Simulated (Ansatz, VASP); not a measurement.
## One calculation of Ta2W, two programs

```
Ta W
1.0
     0.00000    2.34745    6.90617
     1.61718    0.00000    6.90617
     1.61718    2.34745    0.00000
Ta W
2 1
Direct
  0.16243 0.16243 0.83757
  0.83757 0.83757 0.16243
  0.50000 0.50000 0.50000
```

Change from the starting cell: the structure that the rattled cell fell into.

Alike in both runs: functional PBE; k mesh 6 × 6 × 6; occupations gaussian, width 0.1 eV; no spin polarisation.

Ansatz relaxed the structure, and its values are those at the end. VASP's run is a single point on that final structure, the one shown.

|  | VASP | Ansatz |
| --- | --- | --- |
| version | VASP 6.6.1 | Ansatz 0.2.0 |
| potentials or method | VASP PAW PBE potentials, release 64 (Ta_pv, W_sv), cutoff 520 eV | scalar-relativistic, plane waves, PAW |
| valence electrons in the cell | 36 | 40 |

|  | VASP | Ansatz | Ansatz less VASP |
| --- | --- | --- | --- |
| gap on the k mesh at the Fermi level (eV) | none | none | - |
| pressure (GPa) | 0.5 | 0.2 | -0.22 |
| rms of the force components (eV/Å) | 0.020 | 0.014 | -0.0058 |

A gap of «none» marks a metal or a gap that the smearing closes. The functional is the same, so the differences come from potentials, cutoffs and numerics. VASP's potentials hold 36 valence electrons a cell and Ansatz's 40, so a difference there can come from the potentials and not from the codes.

The k mesh is coarse, so the values compare programs but aren't converged. Spin-orbit coupling is off throughout.
